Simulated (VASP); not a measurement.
## Tl: single point with PBE

Crystal: Tl.

```
Tl
1.0
     1.80816    1.04394    8.34044
    -1.80816    1.04394    8.34044
     0.00000   -2.08789    8.34044
Tl
3
Direct
  0.00000 0.00000 0.00000
  0.77904 0.77904 0.77904
  0.22096 0.22096 0.22096
```

* Program: VASP 6.6.1
* Task: single point
* Functional: PBE
* Potentials or basis: VASP PAW PBE potentials, release 64 (Tl_d)
* Cutoff: 520 eV
* k mesh: 12 × 12 × 12
* Occupations: gaussian, width 0.1 eV
* Spin: no spin polarisation

```yaml
Pressure: -0.1 GPa
Band_gap_on_the_k_mesh: zero (an odd number of electrons rules out a gap without spin polarisation)
```

Stress tensor (GPa, compression positive):
```
-0.13  0.00  0.00
 0.00 -0.13  0.00
 0.00  0.00 -0.03
```

Levels at points of the mesh, in eV from the Fermi level:
```csv
k point,band 15,band 16,band 17,band 18,band 19,band 20,band 21,band 22,band 23,band 24
"(0.00, 0.00, 0.00)",-11.18,-9.48,-7.11,-6.96,0.94,1.02,7.29,7.29,7.39,7.39
"(0.50, 0.00, 0.00)",-11.10,-5.82,-4.93,-4.50,-2.18,-0.99,-0.67,3.37,4.03,4.04
"(0.50, 0.50, 0.00)",-11.08,-5.59,-5.30,-4.44,-2.32,-0.85,-0.03,2.24,3.35,3.84
"(0.50, 0.50, 0.50)",-11.13,-8.94,-8.81,-4.85,-2.38,6.13,6.35,6.88,6.88,8.35
```

Wall time 16 min on 1 thread of AMD EPYC 9R45 96-Core Processor (Zen 5) (shared host), peak memory 0.76 GiB.

Caveat: spin-orbit coupling is left out, which moves the levels of the heavy elements.
